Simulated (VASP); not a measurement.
Set up this calculation in VASP 6.6.1, as the native input.

| Quantity | Value |
| --- | --- |
| Task | single point |
| Functional | PBE |
| Potentials or basis | VASP PAW PBE potentials, release 64 (Cd) |
| Cutoff | 520 eV |
| k mesh | 14 × 14 × 13 |
| Occupations | fermi-dirac, width 0.1 eV |
| Spin | no spin polarisation |
| Dipole correction | no |
| Further INCAR settings | ALGO = Normal; EDIFF = 1e-06; NBANDS = 12 |

The structure of Cd lies in POSCAR:

```
Cd
1.0
    2.6039156063      0.0000000000      0.0000000000
   -1.3019578032      2.2550570644      0.0000000000
    0.0000000000      0.0000000000      2.5801128107
Cd
1
Direct
    0.0000000000      0.0000000000      0.0000000000
```

This cell differs from its parent crystal: volume scaled by 0.6.

The input as run:

INCAR

```
  PREC = Accurate
  ENCUT = 520
  EDIFF = 1E-6
  ISMEAR = -1
  SIGMA = 0.1
  LREAL = F
  LASPH = T
  NELM = 80
  ALGO = Normal
  ISIF = 2
  LWAVE = F
  LCHARG = F
  GGA = PE
  NBANDS = 12
```

KPOINTS

```
regular mesh
0
Gamma
  14 14 13
```

Potentials or basis: VASP PAW PBE potentials, release 64 (Cd).

The run is started by

```console
$ cat potpaw_PBE.64/Cd/POTCAR > POTCAR
$ mpirun -np 1 vasp_std > vasp.out
```

Results of the run:

| Quantity | Value |
| --- | --- |
| Pressure | 75.8 GPa |
| Band gap on the k mesh | zero (band 6 reaches 10.04 eV, above the bottom of band 7 at 3.68 eV) |

Run time: 8.8 s on 1 thread of Intel(R) Xeon(R) 6975P-C (Granite Rapids), with other jobs on the host, peak memory 0.14 GiB.
